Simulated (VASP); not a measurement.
Set up this calculation in VASP 6.6.1, as the native input.

```
Task                   : single point
Functional             : r2SCAN
Potentials or basis    : VASP PAW PBE potentials, release 64 (Ba_sv, Te)
Cutoff                 : 520 eV
k mesh                 : 6 × 6 × 6
Occupations            : gaussian, width 0.01 eV
Spin                   : no spin polarisation
Dipole correction      : no
Further INCAR settings : ALGO = Normal; EDIFF = 1e-06; NBANDS = 15
```

Crystal: BaTe.

```
Ba Te
1.0
     0.00000    3.53239    3.53239
     3.53239    0.00000    3.53239
     3.53239    3.53239    0.00000
Ba Te
1 1
Direct
  0.00000 0.00000 0.00000
  0.50000 0.50000 0.50000
```

The input as run:

POSCAR

```
BaTe
1.0
    0.0000000000      3.5323868488      3.5323868488
    3.5323868488      0.0000000000      3.5323868488
    3.5323868488      3.5323868488      0.0000000000
Ba Te
1 1
Direct
    0.0000000000      0.0000000000      0.0000000000
    0.5000000000      0.5000000000      0.5000000000
```

INCAR.step1

```
  PREC = Accurate
  ENCUT = 520
  ISMEAR = 0
  SIGMA = 0.01
  LREAL = F
  LASPH = T
  NELM = 100
  NBANDS = 15
  GGA = PE
  ALGO = Normal
  EDIFF = 1E-4
  LWAVE = T
  LCHARG = F
```

INCAR.step2

```
  PREC = Accurate
  ENCUT = 520
  EDIFF = 1E-6
  ISMEAR = 0
  SIGMA = 0.01
  LREAL = F
  LASPH = T
  NELM = 100
  ALGO = Normal
  ISIF = 2
  LWAVE = F
  LCHARG = F
  METAGGA = R2SCAN
  LMIXTAU = T
  NBANDS = 15
  ISTART = 1
```

KPOINTS

```
regular mesh
0
Gamma
  6 6 6
```

Potentials or basis: VASP PAW PBE potentials, release 64 (Ba_sv, Te).

Launch:

```bash
$ cat potpaw_PBE.64/Ba_sv/POTCAR potpaw_PBE.64/Te/POTCAR > POTCAR
$ cp INCAR.step1 INCAR
$ mpirun -np 1 vasp_std > vasp.out
$ cp INCAR.step2 INCAR
$ mpirun -np 1 vasp_std > vasp.out
```

It gave:

```yaml
Pressure: 0.3 GPa
Band_gap_on_the_k_mesh: 1.93 eV (least direct gap 2.32 eV)
```

Caveat: the PAW data sets were made with another functional, which shifts forces and pressure a little; spin-orbit coupling is left out, which moves the levels of the heavy elements.

Wall time 2.2 min on 1 thread of Intel Xeon 8259CL (shared host), peak memory 0.26 GiB.
